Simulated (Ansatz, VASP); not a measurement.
# LiF in VASP and in Ansatz

```
Li F
1.0
     0.00000    2.03500    2.03500
     2.03500    0.00000    2.03500
     2.03500    2.03500    0.00000
Li F
1 1
Direct
  0.00851 0.00851 0.00851
  0.50000 0.50000 0.50000
```

Alike in both runs: task single point; functional HSE06; k mesh 4 × 4 × 4; occupations fermi-dirac, width 0.05 eV; no spin polarisation.

|  | VASP | Ansatz |
| --- | --- | --- |
| version | VASP 6.6.1 | Ansatz 0.2.0 development build |
| potentials or method | VASP PAW PBE potentials, release 64 (Li_sv, F), cutoff 520 eV | plane waves, all-electron PAW datasets generated for the crystal |

|  | VASP | Ansatz | Ansatz less VASP |
| --- | --- | --- | --- |
| gap on the k mesh at the Fermi level (eV) | 11.09 | 11.08 | -0.015 |
| rms of the force components (eV/Å) | 0.043 | 0.040 | -0.0031 |

Atom by atom the forces differ by 0.003 eV/Å (rms over components). Ansatz ran all-electron here, and VASP with PAW potentials.

The k mesh is coarse, so the values compare programs but aren't converged. Noted on VASP's run: the cutoff is short for stress, so the pressure is rough.
